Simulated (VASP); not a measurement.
A run of VASP 6.6.1:

The input POSCAR:

```
NaTlS2
1.0
    4.1069030529      0.0000000000      0.0000000000
    0.0000000000      4.1069030529      0.0000000000
    0.0000000000      0.0000000000      6.6264437592
Na S Tl
1 2 1
Direct
    0.0000000000      0.0000000000      0.0000000000
    0.0000000000      0.5000000000      0.2735831763
    0.5000000000      0.0000000000      0.7264168237
    0.5000000000      0.5000000000      0.5000000000
```

File INCAR.step1:

```
SYSTEM = NaTlS2
PREC     = Accurate       ! precision mode
ENCUT    = 520            ! plane-wave cutoff, eV
EDIFF    = 1E-5           ! SCF threshold, eV
ISMEAR   = -1             ! smearing method
SIGMA    = 0.02           ! smearing width, eV
LREAL    = .FALSE.        ! projectors in reciprocal space
LASPH    = .TRUE.         ! aspherical terms in the spheres
NELM     = 100            ! most SCF steps
ALGO     = Normal         ! electronic algorithm
ISIF     = 2              ! what is computed and relaxed
LWAVE    = .TRUE.         ! write WAVECAR
LCHARG   = .FALSE.        ! write CHGCAR
NBANDS   = 24             ! bands
GGA      = PE             ! functional
```

Contents of INCAR.step2:

```
SYSTEM = NaTlS2
PREC     = Accurate       ! precision mode
ENCUT    = 520            ! plane-wave cutoff, eV
EDIFF    = 1E-7           ! SCF threshold, eV
ISMEAR   = -1             ! smearing method
SIGMA    = 0.02           ! smearing width, eV
LREAL    = .FALSE.        ! projectors in reciprocal space
LASPH    = .TRUE.         ! aspherical terms in the spheres
NELM     = 100            ! most SCF steps
ALGO     = Normal         ! electronic algorithm
ISIF     = 2              ! what is computed and relaxed
LWAVE    = .FALSE.        ! write WAVECAR
LCHARG   = .FALSE.        ! write CHGCAR
GGA      = PE             ! functional
LHFCALC  = .TRUE.         ! exact exchange
HFSCREEN = 0.2079         ! screening, 1/A
PRECFOCK = Normal       
NBANDS   = 24             ! bands
ISTART   = 1
```

File KPOINTS:

```
regular mesh
0
G
  4 4 2
  0 0 0
```

Potentials or basis: VASP PAW PBE potentials, release 64 (Na_pv, S, Tl_d).

Run with:

```console
$ cat potpaw_PBE.64/Na_pv/POTCAR potpaw_PBE.64/S/POTCAR potpaw_PBE.64/Tl_d/POTCAR > POTCAR
$ cp INCAR.step1 INCAR
$ mpirun -np 1 vasp_std > vasp.out
$ cp INCAR.step2 INCAR
$ mpirun -np 1 vasp_std > vasp.out
```

Hardware: 1 thread of Intel(R) Xeon(R) Platinum 8259CL CPU @ 2.50GHz (Skylake/Cascade Lake) (shared host).

Problem. Estimate the wall time of this run.

Solution. It took 28 min on 1 thread of Intel(R) Xeon(R) Platinum 8259CL CPU @ 2.50GHz (Skylake/Cascade Lake), on a shared host, peak memory 0.37 GiB. Counts: k points 12.
